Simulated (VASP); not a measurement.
Runs of VASP 6.6.1 on CsSnI3. The structure is that of space group Pm-3m (No. 221), or close to it. The cells are those of the table. 

| task | level | potentials or basis | cell | cutoff (eV) | smearing | gap on the mesh (eV) | pressure (GPa) | relaxed volume (Å³/atom) |
| --- | --- | --- | --- | --- | --- | --- | --- | --- |
| relaxation of cell and atoms | PBE | VASP PAW PBE potentials, release 64 (Cs_sv, Sn_d, I) | relaxed from a = 6.206 Å, 5 atoms | 600 | fermi-dirac 0.02 eV | 0.50 | 0.0 | (b) |
| single point | PBE | VASP PAW PBE potentials, release 64 (Cs_sv, Sn_d, I) | a = 6.241 Å, 5 atoms | 520 | fermi-dirac 0.02 eV | 0.38 | (a) | - |
| single point | r2SCAN | VASP PAW PBE potentials, release 64 (Cs_sv, Sn_d, I) | a = 6.241 Å, 5 atoms | 520 | fermi-dirac 0.02 eV | 0.50 | 0.0 | - |
| single point | LDA | VASP PAW LDA potentials, release 64 (Cs_sv, Sn_d, I) | a = 6.048 Å, 5 atoms | 520 | fermi-dirac 0.02 eV | none | 0.0 | - |
| relaxation of cell and atoms | PBEsol | VASP PAW PBE potentials, release 64 (Cs_sv, Sn_d, I) | relaxed from a = 6.300 Å, 5 atoms | 600 | fermi-dirac 0.02 eV | 0.14 | 0.0 | 46.71 |
| single point | r2SCAN | VASP PAW PBE potentials, release 64 (Cs_sv, Sn_d, I) | a = 6.241 Å, 5 atoms | 520 | gaussian 0.01 eV | 0.50 | 0.0 | - |
| single point | PBE | VASP PAW PBE potentials, release 64 (Cs_sv, Sn_d, I) | a = 6.300 Å, 5 atoms | 520 | fermi-dirac 0.02 eV | 0.49 | 0.0 | - |
| single point | LDA | VASP PAW LDA potentials, release 64 (Cs_sv, Sn_d, I) | a = 6.241 Å, 5 atoms | 520 | gaussian 0.01 eV | 0.33 | -1.5 | - |

Alike in all rows: no spin polarisation; k mesh 4 × 4 × 4.

Task: Estimate the missing entries.

Result: (a) 0.5; (b) 50.12.

Caveats: semilocal functionals underestimate gaps, and a narrow one can read as zero; spin-orbit coupling is left out, which moves the levels of the heavy elements; the PAW data sets were made with another functional, which shifts forces and pressure a little (at least some runs).

A k mesh can miss the band edges, and the runs leave out spin-orbit coupling on Cs, I, Sn.

A gap of «none» marks levels without a gap at the run's occupations.
